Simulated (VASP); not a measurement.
# Al2Ru (I4/mmm) in VASP: further runs

The runs below take Al2Ru through single point, with PBEsol.

Everything below comes from runs of VASP 6.6.1. Logs are shortened: lines on timing, memory, paths and dates and some standing lists are left out, and cuts for length are marked.

### Step 1. The cell of the first run

Symmetry: I4/mmm, No. 139, tetragonal system. Conventional cell: a = 3.121 Å, b = 3.121 Å, c = 8.444 Å, α = 90.00°, β = 90.00°, γ = 90.00°. Al (site symmetry 4mm) has 5 Ru at 2.58 to 2.88 Å and 9 Al at 2.69 to 3.12 Å within 3.4 Å. Within 3.4 Å of Ru (site symmetry 4/mmm) lie 10 Al at 2.58 to 2.88 Å and 4 Ru at 3.12 Å.

### Step 2. Single point, PBEsol

Contents of INCAR:

```
  ALGO = Fast
  EDIFF = 1E-7
  ENCUT = 520
  GGA = PS
  ISIF = 2
  ISMEAR = 0
  LASPH = T
  LCHARG = F
  LREAL = F
  LWAVE = F
  NBANDS = 17
  NELM = 60
  PREC = Accurate
  SIGMA = 0.1
```

Contents of KPOINTS:

```
k-points
0
Gamma
  16 16 16
```

Contents of POSCAR:

```
Al2Ru
1.0
   -1.5604216200      1.5604216200      4.2218055900
    1.5604216200     -1.5604216200      4.2218055900
    1.5604216200      1.5604216200     -4.2218055900
Al Ru
2 1
Direct
    0.6592021900      0.6592021900      0.0000000000
    0.3407978100      0.3407978100      0.0000000000
    0.0000000000      0.0000000000      0.0000000000
```

Potentials or basis: VASP PAW PBE potentials, release 64 (Al, Ru_pv).

On the command line:

```sh
$ cat potpaw_PBE.64/Al/POTCAR potpaw_PBE.64/Ru_pv/POTCAR > POTCAR
$ mpirun -np 1 vasp_std > vasp.out
```

OUTCAR:

```text
EDIFF = 1E-7
   ENCUT = 520
   GGA = PS
   ISIF = 2
   ISMEAR = 0
   LASPH = T
   LREAL = F
   NELM = 60
   PREC = Accurate

 ion  position               nearest neighbor table
   1  0.659  0.659  0.000-   3 2.58   3 2.58   3 2.58   3 2.58   2 2.69   2 2.69   2 2.69   2 2.69
                             2 2.69   3 2.88
   2  0.341  0.341  0.000-   3 2.58   3 2.58   3 2.58   3 2.58   1 2.69   1 2.69   1 2.69   1 2.69
                             1 2.69   3 2.88
   3  0.000  0.000  0.000-   1 2.58   1 2.58   1 2.58   2 2.58   1 2.58   2 2.58   2 2.58   2 2.58
                             1 2.88   2 2.88

  LATTYP: Found a body centered tetragonal cell.
 ALAT       =     3.1208432400
 C/A-ratio  =     2.7055544065

  Lattice vectors:

 A1 = (  -1.5604216200,   1.5604216200,   4.2218055900)
 A2 = (   1.5604216200,  -1.5604216200,   4.2218055900)
 A3 = (   1.5604216200,   1.5604216200,  -4.2218055900)

Analysis of symmetry for initial positions (statically):
=====================================================================
 Subroutine PRICEL returns:
 Original cell was already a primitive cell.

 Routine SETGRP: Setting up the symmetry group for a
 body centered tetragonal supercell.

 Subroutine GETGRP returns: Found 16 space group operations
 (whereof 16 operations were pure point group operations)
 out of a pool of 16 trial point group operations.

The static configuration has the point symmetry D_4h.

Analysis of symmetry for dynamics (positions and initial velocities):
=====================================================================
 Subroutine PRICEL returns:
 Original cell was already a primitive cell.

 Routine SETGRP: Setting up the symmetry group for a
 body centered tetragonal supercell.

 Subroutine GETGRP returns: Found 16 space group operations
 (whereof 16 operations were pure point group operations)
 out of a pool of 16 trial point group operations.

The dynamic configuration has the point symmetry D_4h.

 Subroutine INISYM returns: Found 16 space group operations
 (whereof 16 operations are pure point group operations),
 and found     1 'primitive' translations

----------------------------------------------------------------------------------------

                                     Primitive cell

  volume of cell :      41.1190

  direct lattice vectors                    reciprocal lattice vectors
    -1.560421620  1.560421620  4.221805590     0.000000000  0.320426219  0.118432739
     1.560421620 -1.560421620  4.221805590     0.320426219  0.000000000  0.118432739
     1.560421620  1.560421620 -4.221805590     0.320426219  0.320426219  0.000000000

  length of vectors
     4.763766756  4.763766756  4.763766756     0.341612757  0.341612757  0.453151105

  position of ions in fractional coordinates (direct lattice)
     0.659202190  0.659202190  0.000000000
     0.340797810  0.340797810  0.000000000
     0.000000000  0.000000000  0.000000000

  ion indices of the primitive-cell ions
   primitive index   ion index
                 1           1
                 2           2
                 3           3

----------------------------------------------------------------------------------------

 KPOINTS: k-points

Automatic generation of k-mesh.
 Grid dimensions read from file:
 generate k-points for:   16   16   16

 Generating k-lattice:

  Cartesian coordinates                     Fractional coordinates (reciprocal lattice)
     0.000000000  0.020026639  0.007402046     0.062500000  0.000000000  0.000000000
     0.020026639  0.000000000  0.007402046     0.000000000  0.062500000  0.000000000
     0.020026639  0.020026639  0.000000000     0.000000000  0.000000000  0.062500000

  Length of vectors
     0.021350797  0.021350797  0.028321944

  Shift w.r.t. Gamma in fractional coordinates (k-lattice)
     0.000000000  0.000000000  0.000000000

 Subroutine IBZKPT returns following result:
 ===========================================

 Found    349 irreducible k-points:

 Following reciprocal coordinates:
            Coordinates               Weight
  0.000000  0.000000  0.000000      1.000000
  0.062500  0.000000 -0.000000      8.000000
  0.125000  0.000000 -0.000000      8.000000
  0.187500  0.000000  0.000000      8.000000
  0.250000  0.000000 -0.000000      8.000000
  0.312500  0.000000 -0.000000      8.000000
[... 16 lines left out ...]
 -0.125000  0.062500  0.000000     16.000000
 -0.062500  0.062500  0.000000      4.000000
 [... further k-points ...]
   k-points           NKPTS =    349   k-points in BZ     NKDIM =    349   number of bands    NBANDS=     17
   number of dos      NEDOS =    301   number of ions     NIONS =      3
   total plane-waves  NPLWV =  46656
   dimension x,y,z NGX =    36 NGY =   36 NGZ =   36
   dimension x,y,z NGXF=    72 NGYF=   72 NGZF=   72
   ions per type =               2   1
   NGX,Y,Z   is equivalent  to a cutoff of  12.56, 12.56, 12.56 a.u.
   NGXF,Y,Z  is equivalent  to a cutoff of  25.13, 25.13, 25.13 a.u.
 SYSTEM =  unknown system
   PREC   = accura    normal or accurate (medium, high low for compatibility)
   ISTART =      0    job   : 0-new  1-cont  2-samecut
   ICHARG =      2    charge: 1-file 2-atom 10-const
   ISPIN  =      1    spin polarized calculation?
   LNONCOLLINEAR =      F non collinear calculations
   LSORBIT =      F    spin-orbit coupling
   LASPH  =      T    aspherical Exc in radial PAW
   ENCUT  =  520.0 eV  38.22 Ry    6.18 a.u.   8.86  8.86  8.86*2*pi/ulx,y,z
   NELM   =     60;   NELMIN=  2; NELMDL= -5     # of ELM steps
   EDIFF  = 0.1E-06   stopping-criterion for ELM
   LREAL  =      F    real-space projection
   EDIFFG = 0.1E-05   stopping-criterion for IOM
   NSW    =      0    number of steps for IOM
   IBRION =     -1    ionic relax: 0-MD 1-quasi-New 2-CG
   NFREE  =      0    steps in history (QN), initial steepest desc. (CG)
   ISIF   =      2    stress and relaxation
   ISYM   =      2    0-nonsym 1-usesym 2-fastsym
   POTIM  = 0.5000    time-step for ionic-motion
   TEBEG  =    0.0;   TEEND  =   0.0 temperature during run
   PSTRESS=    0.0 pullay stress
   NELECT =      20.0000    total number of electrons
   NUPDOWN=      -1.0000    fix difference up-down
   EMIN   =  10.00;   EMAX   =-10.00  energy-range for DOS
   EFERMI =   0.00;   METHOD = LEGACY
   ISMEAR =     0;   SIGMA  =   0.10  broadening in eV -4-tet -1-fermi 0-gaus
   EFERMI_NEDOS =   21; number of points for ismear=-14 and -15
   IALGO  =     68    algorithm
   IMIX   =      4    mixing-type and parameters
     AMIX     =   0.40;   BMIX     =  1.00
     AMIX_MAG =   1.60;   BMIX_MAG =  1.00
  volume/ion in A,a.u.               =      13.71        92.49
  Fermi-wavevector in a.u.,A,eV,Ry     =   1.287471  2.432967 22.552766  1.657582
  Thomas-Fermi vector in A             =   2.419483
   LORBIT       =      0    0 simple, 1 ext, 2 COOP (PROOUT), +10 PAW based schemes
   GGA     = PS    functional components
   LHFCALC =     F    Hartree Fock is set to
   AEXX    =    0.0000 exact exchange contribution
   IVDW    =     0    specifies the selected vdW correction
   LEPSILON=     F    determine dielectric tensor
   LRPA    =     F    only Hartree local field effects (RPA)
 non-spin polarized calculation
 RMM-DIIS sequential band-by-band and
 Gauss-broadening in eV      SIGMA  =   0.10
  energy-cutoff  :      520.00
  volume of cell :       41.12
 maximum number of plane-waves:      1126
   NGX = 17   NGY = 17   NGZ = 17

 number of electron      19.9999999 magnetization

 Free energy of the ion-electron system (eV)
  ---------------------------------------------------
  ext. energy  EPLUGINS =         0.00000000
  ---------------------------------------------------
  free energy    TOTEN  =       -20.32918880 eV

  energy without entropy =      -20.32800286  energy(sigma->0) =      -20.32859583

 E-fermi :  10.5291     XC(G=0): -12.0216

 val. band max:       10.5100839108   @ k =  -0.2500   0.1875   0.0000
 cond. band min:      10.5459136139   @ k =   0.5000   0.5000   0.1250
 fundamental gap:      0.0358297031
 Fermi energy:        10.5291284711

 k-point     1 :       0.0000    0.0000    0.0000
  band No.  band energies     occupation
      1     -32.0533      2.00000
      2     -32.0533      2.00000
      3     -31.9723      2.00000
      4      -0.3996      2.00000
      5       5.0899      2.00000
      6       6.6919      2.00000
[... 9 lines left out ...]
     16      16.7588      0.00000
     17      18.2584      0.00000

 k-point     2 :       0.0625    0.0000   -0.0000
  band No.  band energies     occupation
      1     -32.0584      2.00000
      2     -32.0528      2.00000
      3     -31.9718      2.00000
      4      -0.3262      2.00000
      5       5.1236      2.00000
      6       6.7178      2.00000
[... 9 lines left out ...]
     16      17.0992      0.00000
     17      18.9080      0.00000

 k-point     3 :       0.1250    0.0000   -0.0000
  band No.  band energies     occupation
      1     -32.0730      2.00000
      2     -32.0516      2.00000
      3     -31.9704      2.00000
      4      -0.1076      2.00000
      5       5.2164      2.00000
      6       6.7847      2.00000
[... 9 lines left out ...]
     16      17.7060      0.00000
     17      20.1860      0.00000

 k-point     4 :       0.1875    0.0000    0.0000
  band No.  band energies     occupation
      1     -32.0948      2.00000
      2     -32.0497      2.00000
      3     -31.9684      2.00000
      4       0.2506      2.00000
      5       5.3409      2.00000
      6       6.8225      2.00000
[... 9 lines left out ...]
     16      18.5104      0.00000
     17      21.3701      0.00000

 k-point     5 :       0.2500    0.0000   -0.0000
  band No.  band energies     occupation
      1     -32.1204      2.00000
      2     -32.0475      2.00000
      3     -31.9659      2.00000
      4       0.7395      2.00000
      5       5.4340      2.00000
      6       6.6128      2.00000
[... 9 lines left out ...]
     16      19.4575      0.00000
     17      21.0765      0.00000

 k-point     6 :       0.3125    0.0000   -0.0000
  band No.  band energies     occupation
      1     -32.1459      2.00000
      2     -32.0452      2.00000
      3     -31.9634      2.00000
      4       1.3455      2.00000
      5       5.3758      2.00000
      6       6.3639      2.00000
[... 9 lines left out ...]
     16      20.4599      0.00000
     17      20.7066      0.00000

 k-point     7 :       0.3750    0.0000    0.0000
  band No.  band energies     occupation
      1     -32.1674      2.00000
      2     -32.0433      2.00000
      3     -31.9613      2.00000
      4       2.0487      2.00000
      5       5.0548      2.00000
      6       6.1520      2.00000
[... 9 lines left out ...]
     16      20.2290      0.00000
     17      20.6657      0.00000

 k-point     8 :       0.4375    0.0000   -0.0000
  band No.  band energies     occupation
      1     -32.1818      2.00000
      2     -32.0421      2.00000
      3     -31.9600      2.00000
      4       2.8124      2.00000
      5       4.4771      2.00000
      6       5.9750      2.00000
[... 9 lines left out ...]
     16      19.5401      0.00000
     17      20.5465      0.00000
[... 203 lines left out ...]
      1     -32.1668      2.00000
      2     -32.0483      2.00000
      3     -31.9608      2.00000
      4       2.0279      2.00000
      5       5.1298      2.00000
      6       6.3474      2.00000
[... 9 lines left out ...]
     16      20.1807      0.00000
     17      20.2539      0.00000

 k-point    20 :      -0.3125    0.0625    0.0000
  band No.  band energies     occupation
      1     -32.1453      2.00000
      2     -32.0502      2.00000
      3     -31.9628      2.00000
      4       1.3345      2.00000
      5       5.5335      2.00000
      6       6.4332      2.00000
[... 9 lines left out ...]
     16      19.4718      0.00000
     17      20.4933      0.00000

 k-point    21 :      -0.2500    0.0625    0.0000
  band No.  band energies     occupation
      1     -32.1199      2.00000
      2     -32.0525      2.00000
      3     -31.9653      2.00000
      4       0.7427      2.00000
      5       5.6395      2.00000
      6       6.6090      2.00000
[... 9 lines left out ...]
     16      19.0208      0.00000
     17      21.1266      0.00000

 k-point    22 :      -0.1875    0.0625    0.0000
  band No.  band energies     occupation
      1     -32.0943      2.00000
      2     -32.0548      2.00000
      3     -31.9678      2.00000
      4       0.2704      2.00000
      5       5.5120      2.00000
      6       6.8860      2.00000
[... 9 lines left out ...]
     16      18.5513      0.00000
     17      21.6148      0.00000

 k-point    23 :      -0.1250    0.0625    0.0000
  band No.  band energies     occupation
      1     -32.0725      2.00000
      2     -32.0567      2.00000
      3     -31.9699      2.00000
      4      -0.0702      2.00000
      5       5.3406      2.00000
      6       6.8257      2.00000
[... 9 lines left out ...]
     16      18.1134      0.00000
     17      20.3312      0.00000

 k-point    24 :      -0.0625    0.0625    0.0000
  band No.  band energies     occupation
      1     -32.0581      2.00000
      2     -32.0578      2.00000
      3     -31.9713      2.00000
      4      -0.2707      2.00000
      5       5.2022      2.00000
      6       6.7487      2.00000
[... 9 lines left out ...]
     16      17.5791      0.00000
     17      19.2616      0.00000

 [... further k-points ...]

------------------------ aborting loop because EDIFF is reached ----------------------------------------

  FORCE on cell =-STRESS in cart. coord.  units (eV):
  Direction    XX          YY          ZZ          XY          YZ          ZX
  --------------------------------------------------------------------------------------
  -------------------------------------------------------------------------------------
  Total       -0.0325289     -0.0325289     -0.2073897      0.0000000     -0.0000000      0.0000000
  in kB       -1.2674695     -1.2674695     -8.0808241      0.0000000     -0.0000000      0.0000000
  external PRESSURE =      -3.5385877 kB  Pullay stress =       0.0000000 kB

 VOLUME and BASIS-vectors are now :
 -----------------------------------------------------------------------------
  energy-cutoff  :      520.00
  volume of cell :       41.12
      direct lattice vectors                 reciprocal lattice vectors
    -1.560421620  1.560421620  4.221805590     0.000000000  0.320426219  0.118432739
     1.560421620 -1.560421620  4.221805590     0.320426219  0.000000000  0.118432739
     1.560421620  1.560421620 -4.221805590     0.320426219  0.320426219  0.000000000

 POSITION                                       TOTAL-FORCE (eV/Angst)
 -----------------------------------------------------------------------------------
      0.00000      0.00000      5.56605         0.000000      0.000000     -0.047571
      0.00000      0.00000      2.87756        -0.000000     -0.000000      0.047571
      0.00000      0.00000      0.00000         0.000000      0.000000     -0.000000
 -----------------------------------------------------------------------------------
    total drift:                                0.000000     -0.000000      0.000000

  FREE ENERGIE OF THE ION-ELECTRON SYSTEM (eV)
  ---------------------------------------------------
  free  energy   TOTEN  =       -20.3291888004 eV

  energy  without entropy=      -20.3280028585  energy(sigma->0) =      -20.32859583
```

Run time: 11 min. Hardware: 1 thread of Intel Xeon 8259CL, shared host; peak memory 0.39 GiB.

Results:

* Free energy: -20.3292 eV
* Pressure: -0.4 GPa
* Largest force: 0.048 eV/Å
* Band gap on the k mesh: zero (bands 10 and 11 overlap by 0.12 eV)

Forces on the atoms (eV/Å):
```
Al   0.000  0.000 -0.048
Al   0.000  0.000  0.048
Ru   0.000  0.000  0.000
```

Caveat: the PAW data sets were made with another functional, which shifts forces and pressure a little.

(Continued in part 2 of 2.)

The gap in the log of VASP goes by the Fermi energy; the results here count the filled bands.